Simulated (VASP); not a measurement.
Runs of VASP 6.6.1 on TiO. Symmetry: P-62m, No. 189, hexagonal system. The conventional cell has a = 4.989 Å, b = 4.989 Å, c = 2.873 Å, α = 90.00°, β = 90.00°, γ = 120.00°. Within 2.9 Å of Ti (site symmetry -6) lie 6 O at 2.10 Å and 5 Ti at 2.87 to 2.88 Å. Ti (site symmetry -62m) has 3 O at 1.97 Å within 2.6 Å. O (site symmetry m2m) has 5 Ti at 1.97 to 2.10 Å and 4 O at 2.66 Å within 2.7 Å. 

```tsv
k mesh	smearing	gap on the mesh (eV)	pressure (GPa)	largest force (eV/Å)
6 × 6 × 6	gaussian 0.4 eV	none	0.3	0.02
12 × 12 × 12	gaussian 0.01 eV	none	0.1	0.01
6 × 6 × 6	gaussian 0.2 eV	none	0.1	-
6 × 6 × 6	gaussian 0.05 eV	none	0.1	-
12 × 12 × 12	fermi-dirac 0.3 eV	none	(a)	0.03
12 × 12 × 12	methfessel-paxton 0.02 eV	none	0.0	0.01
6 × 6 × 6	gaussian 0.1 eV	none	0.1	-
6 × 6 × 6	gaussian 0.01 eV	none	0.1	-
```

Alike in all rows: task single point; level r2SCAN; potentials or basis VASP PAW PBE potentials, release 64 (Ti_sv, O); no spin polarisation; cell as given; cutoff (eV) 520.

Estimate the missing entries.

(a) 1.5.

Caveats: some runs use coarse meshes; the PAW data sets were made with another functional, which shifts forces and pressure a little; semilocal functionals often make such compounds metallic where correlation or magnetic order opens a gap, which also shifts bond lengths; so wide a smearing shifts energies and pressures (at least some runs).

A gap of «none» marks levels without a gap at the run's occupations.
